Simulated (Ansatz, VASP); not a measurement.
One calculation of BaZrO3, two programs

```
CELL_PARAMETERS angstrom
4.20536 0.00000 0.00000
0.00000 4.20536 0.00000
0.00000 0.00000 4.20536
ATOMIC_POSITIONS crystal
Ba 0.00000 0.00000 0.00000
Zr 0.50000 0.50000 0.50000
O 0.50000 0.50000 0.00000
O 0.50000 0.00000 0.50000
O 0.00000 0.50000 0.50000
```

Alike in both runs: task single point; functional PBE; k mesh 6 × 6 × 6; no spin polarisation.

|  | VASP | Ansatz |
| --- | --- | --- |
| version | VASP 6.6.1 | Ansatz 0.2.0 |
| potentials or method | VASP PAW PBE potentials, release 64 (Ba_sv, Zr_sv, O) | plane waves, PAW |
| plane-wave cutoff (eV) | 520 | 420 |
| occupations | gaussian, width 0.01 eV | fixed |
| valence electrons in the cell | 40 | 40 |

|  | VASP | Ansatz | Ansatz less VASP |
| --- | --- | --- | --- |
| gap on the k mesh at the Fermi level (eV) | 3.17 | 3.22 | +0.050 |
| pressure (GPa) | 3.4 | 2.4 | -1.00 |

Spin-orbit coupling is off throughout.
